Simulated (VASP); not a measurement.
# Al3BiO3 in VASP: a series of runs

Runs on Al3BiO3. Level: PBE. Tasks: single point, relaxation of cell and atoms.

Everything below comes from runs of VASP 6.6.1. Logs are shortened: lines on timing, memory, paths and dates and some standing lists are left out, and cuts for length are marked.

## (1) The cell of the first run

The typed cell holds 7 atoms: a = 4.805 Å, b = 4.805 Å, c = 5.096 Å, α = 104.14°, β = 104.15°, γ = 99.98°.

## (2) Single point, PBE

INCAR

```
  PREC = Accurate
  ENCUT = 520
  EDIFF = 1E-6
  ISMEAR = 0
  SIGMA = 0.1
  LREAL = False
  LASPH = True
  NELM = 60
  ALGO = Normal
  ISIF = 2
  LWAVE = False
  LCHARG = True
  GGA = PE
  LELF = True
  LVHAR = True
  NBANDS = 30
```

KPOINTS

```
regular mesh
0
Gamma
  4 4 4
```

POSCAR

```
Al3BiO3
1.0
    3.0893386496     -3.6805602582      0.0231696058
    3.0891271571      3.6804286634      0.0232219211
   -1.9722782698      0.0000668869      4.6984579190
Al Bi O
3 1 3
Direct
    0.6149512958      0.6149197478      0.1025737871
    0.7581748246      0.3058322220      0.5481367489
    0.3058499948      0.7582047551      0.5481610990
    0.1317929567      0.1318296205      0.9485372720
    0.5367043844      0.9190466310      0.3526073153
    0.9190763031      0.5367221688      0.3526409225
    0.5593102905      0.5593049048      0.7194509254
```

Potentials or basis: VASP PAW PBE potentials, release 64 (Al, Bi_d, O).

Run with:

```console
$ cat potpaw_PBE.64/Al/POTCAR potpaw_PBE.64/Bi_d/POTCAR potpaw_PBE.64/O/POTCAR > POTCAR
$ mpirun -np 1 vasp_std > vasp.out
```

OUTCAR:

```text
PREC = Accurate
   ENCUT = 520
   EDIFF = 1E-6
   ISMEAR = 0
   LREAL = False
   LASPH = True
   NELM = 60
   ISIF = 2
   GGA = PE

 ion  position               nearest neighbor table
   1  0.615  0.615  0.103-   6 1.85   5 1.85   7 1.85   4 2.78   2 3.01   3 3.01   2 3.15   3 3.15
                             4 3.57
   2  0.758  0.306  0.548-   6 1.85   7 1.86   5 1.86   4 2.77   1 3.01   3 3.11   3 3.11   1 3.15
                             3 3.33   4 3.53
   3  0.306  0.758  0.548-   5 1.85   7 1.86   6 1.86   4 2.77   1 3.01   2 3.11   2 3.11   1 3.15
                             2 3.33   4 3.53
   4  0.132  0.132  0.949-   2 2.77   3 2.77   1 2.78   3 3.53   2 3.53   1 3.57
   5  0.537  0.919  0.353-   1 1.85   3 1.85   2 1.86
   6  0.919  0.537  0.353-   1 1.85   2 1.85   3 1.86
   7  0.559  0.559  0.719-   1 1.85   2 1.86   3 1.86

  LATTYP: Found a triclinic cell.
 ALAT       =     4.8053172566
 B/A-ratio  =     1.5318424428
 C/A-ratio  =     1.3195360543
 COS(alpha) =     0.0000239459
 COS(beta)  =     0.4300861584
 COS(gamma) =     0.7659533506

  Lattice vectors:

 A1 = (  -3.0893386496,   3.6805602582,  -0.0231696058)
 A2 = (  -0.0002114925,   7.3609889216,   0.0000523153)
 A3 = (  -4.2061875369,   0.0000647079,  -4.7448494459)

Analysis of symmetry for initial positions (statically):
=====================================================================
 Subroutine PRICEL returns:
 Original cell was already a primitive cell.

 Routine SETGRP: Setting up the symmetry group for a
 triclinic supercell.

 Subroutine GETGRP returns: Found  1 space group operations
 (whereof  1 operations were pure point group operations)
 out of a pool of  2 trial point group operations.

The static configuration has the point symmetry C_1 .

Analysis of symmetry for dynamics (positions and initial velocities):
=====================================================================
 Subroutine PRICEL returns:
 Original cell was already a primitive cell.

 Routine SETGRP: Setting up the symmetry group for a
 triclinic supercell.

 Subroutine GETGRP returns: Found  1 space group operations
 (whereof  1 operations were pure point group operations)
 out of a pool of  2 trial point group operations.

The dynamic configuration has the point symmetry C_1 .

 Subroutine INISYM returns: Found  1 space group operations
[... 102 lines left out ...]
   LNONCOLLINEAR =      F non collinear calculations
   LSORBIT =      F    spin-orbit coupling
   LASPH  =      T    aspherical Exc in radial PAW
   ENCUT  =  520.0 eV  38.22 Ry    6.18 a.u.   8.93  8.93  9.47*2*pi/ulx,y,z
   NELM   =     60;   NELMIN=  2; NELMDL= -5     # of ELM steps
   EDIFF  = 0.1E-05   stopping-criterion for ELM
   LREAL  =      F    real-space projection
   EDIFFG = 0.1E-04   stopping-criterion for IOM
   NSW    =      0    number of steps for IOM
   IBRION =     -1    ionic relax: 0-MD 1-quasi-New 2-CG
   NFREE  =      0    steps in history (QN), initial steepest desc. (CG)
   ISIF   =      2    stress and relaxation
   ISYM   =      2    0-nonsym 1-usesym 2-fastsym
   POTIM  = 0.5000    time-step for ionic-motion
   TEBEG  =    0.0;   TEEND  =   0.0 temperature during run
   PSTRESS=    0.0 pullay stress
   NELECT =      42.0000    total number of electrons
   NUPDOWN=      -1.0000    fix difference up-down
   EMIN   =  10.00;   EMAX   =-10.00  energy-range for DOS
   EFERMI =   0.00;   METHOD = LEGACY
   ISMEAR =     0;   SIGMA  =   0.10  broadening in eV -4-tet -1-fermi 0-gaus
   EFERMI_NEDOS =   21; number of points for ismear=-14 and -15
   IALGO  =     38    algorithm
   IMIX   =      4    mixing-type and parameters
     AMIX     =   0.40;   BMIX     =  1.00
     AMIX_MAG =   1.60;   BMIX_MAG =  1.00
  volume/ion in A,a.u.               =      15.31       103.33
  Fermi-wavevector in a.u.,A,eV,Ry     =   1.197995  2.263882 19.526970  1.435192
  Thomas-Fermi vector in A             =   2.333895
   LORBIT       =      0    0 simple, 1 ext, 2 COOP (PROOUT), +10 PAW based schemes
   GGA     = PE    functional components
   LHFCALC =     F    Hartree Fock is set to
   AEXX    =    0.0000 exact exchange contribution
   IVDW    =     0    specifies the selected vdW correction
   LEPSILON=     F    determine dielectric tensor
   LRPA    =     F    only Hartree local field effects (RPA)
 non-spin polarized calculation
 Gauss-broadening in eV      SIGMA  =   0.10
  energy-cutoff  :      520.00
  volume of cell :      107.18
 maximum number of plane-waves:      2902
   NGX = 17   NGY = 17   NGZ = 19

 number of electron      41.9999995 magnetization

 Free energy of the ion-electron system (eV)
  ---------------------------------------------------
  ext. energy  EPLUGINS =         0.00000000
  ---------------------------------------------------
  free energy    TOTEN  =       -42.98404647 eV

  energy without entropy =      -42.98404647  energy(sigma->0) =      -42.98404647

 E-fermi :   6.6778     XC(G=0): -10.0247

 val. band max:        6.2537502959   @ k =   0.2500  -0.0000   0.0000
 cond. band min:       7.0810516652   @ k =   0.0000   0.0000   0.0000
 fundamental gap:      0.8273013693
 Fermi energy:         6.6777578849

 k-point     1 :       0.0000    0.0000    0.0000
  band No.  band energies     occupation
      1     -15.0688      2.00000
      2     -15.0414      2.00000
      3     -15.0198      2.00000
      4     -15.0005      2.00000
      5     -14.9851      2.00000
      6     -14.1414      2.00000
[... 781 lines left out ...]
     29      13.6371      0.00000
     30      14.0050      0.00000

 [... further k-points ...]
[... 5 lines left out ...]
  --------------------------------------------------------------------------------------
  -------------------------------------------------------------------------------------
  Total       -0.0930715     -0.0498785     -0.0668377      0.0024171     -0.0016825     -0.0145715
  in kB       -1.3912924     -0.7456153     -0.9991325      0.0361323     -0.0251510     -0.2178247
  external PRESSURE =      -1.0453467 kB  Pullay stress =       0.0000000 kB

 VOLUME and BASIS-vectors are now :
 -----------------------------------------------------------------------------
  energy-cutoff  :      520.00
  volume of cell :      107.18
      direct lattice vectors                 reciprocal lattice vectors
     3.089338650 -3.680560258  0.023169606     0.161341041 -0.135847157  0.067728289
     3.089127157  3.680428663  0.023221921     0.161346839  0.135855466  0.067726855
    -1.972278270  0.000066887  4.698457919    -0.001593074 -0.000001554  0.212167062

 POSITION                                       TOTAL-FORCE (eV/Angst)
 -----------------------------------------------------------------------------------
      3.59705     -0.00019      0.51047        -0.006728      0.000811     -0.009208
      2.20594     -1.66488      2.60007        -0.003328     -0.007606      0.002279
      2.20594      1.66486      2.60021        -0.003835      0.007672      0.002077
     -1.05639      0.00018      4.46278         0.003429     -0.001170      0.003894
      3.80167      1.40714      1.69049         0.008247      0.002166     -0.000585
      3.80183     -1.40732      1.69063         0.007601     -0.001972     -0.001556
      2.03671     -0.00005      3.40626        -0.005386      0.000099      0.003098
 -----------------------------------------------------------------------------------
    total drift:                               -0.000055     -0.000025     -0.000347

  FREE ENERGIE OF THE ION-ELECTRON SYSTEM (eV)
  ---------------------------------------------------
  free  energy   TOTEN  =       -42.9840464698 eV

  energy  without entropy=      -42.9840464697  energy(sigma->0) =      -42.98404647
```

OSZICAR:

```text
N       E                     dE             d eps       ncg     rms          rms(c)
DAV:   1     0.366908836173E+03    0.36691E+03   -0.20094E+04  2160   0.141E+03
DAV:   2    -0.107445013367E+01   -0.36798E+03   -0.34817E+03  2308   0.373E+02
DAV:   3    -0.468925512699E+02   -0.45818E+02   -0.45041E+02  2612   0.136E+02
DAV:   4    -0.485608630033E+02   -0.16683E+01   -0.16634E+01  2660   0.282E+01
DAV:   5    -0.486091955050E+02   -0.48333E-01   -0.48328E-01  2874   0.497E+00    0.142E+01
DAV:   6    -0.429879803633E+02    0.56212E+01   -0.24119E+01  2474   0.272E+01    0.511E+00
DAV:   7    -0.430100381177E+02   -0.22058E-01   -0.13425E+00  2382   0.618E+00    0.289E+00
DAV:   8    -0.429931135114E+02    0.16925E-01   -0.28288E-01  2748   0.353E+00    0.733E-01
DAV:   9    -0.429832680495E+02    0.98455E-02   -0.61538E-02  2724   0.170E+00    0.260E-01
DAV:  10    -0.429841668664E+02   -0.89882E-03   -0.60468E-03  2500   0.423E-01    0.147E-01
DAV:  11    -0.429840423970E+02    0.12447E-03   -0.15290E-03  2844   0.283E-01    0.425E-02
DAV:  12    -0.429840460301E+02   -0.36331E-05   -0.13187E-04  2514   0.706E-02    0.741E-03
DAV:  13    -0.429840464698E+02   -0.43972E-06   -0.52839E-06  2354   0.169E-02
   1 F= -.42984046E+02 E0= -.42984046E+02  d E =-.130819E-09
```

It took 37 s on 1 thread of Intel Xeon 6975P-C (Granite Rapids), shared host; peak memory 0.28 GiB.

What came out:

```
Free energy            : -42.9840 eV
Pressure               : -0.1 GPa
Largest force          : 0.011 eV/Å
Band gap on the k mesh : 0.83 eV (least direct gap 0.95 eV)
```

Forces on the atoms (eV/Å):
```
Al  -0.007  0.001 -0.009
Al  -0.003 -0.008  0.002
Al  -0.004  0.008  0.002
Bi   0.003 -0.001  0.004
O    0.008  0.002 -0.001
O    0.008 -0.002 -0.002
O   -0.005  0.000  0.003
```

Caveat: spin-orbit coupling is left out, which moves the levels of the heavy elements. A k mesh can miss the band edges.

[end of part 1 of 2]
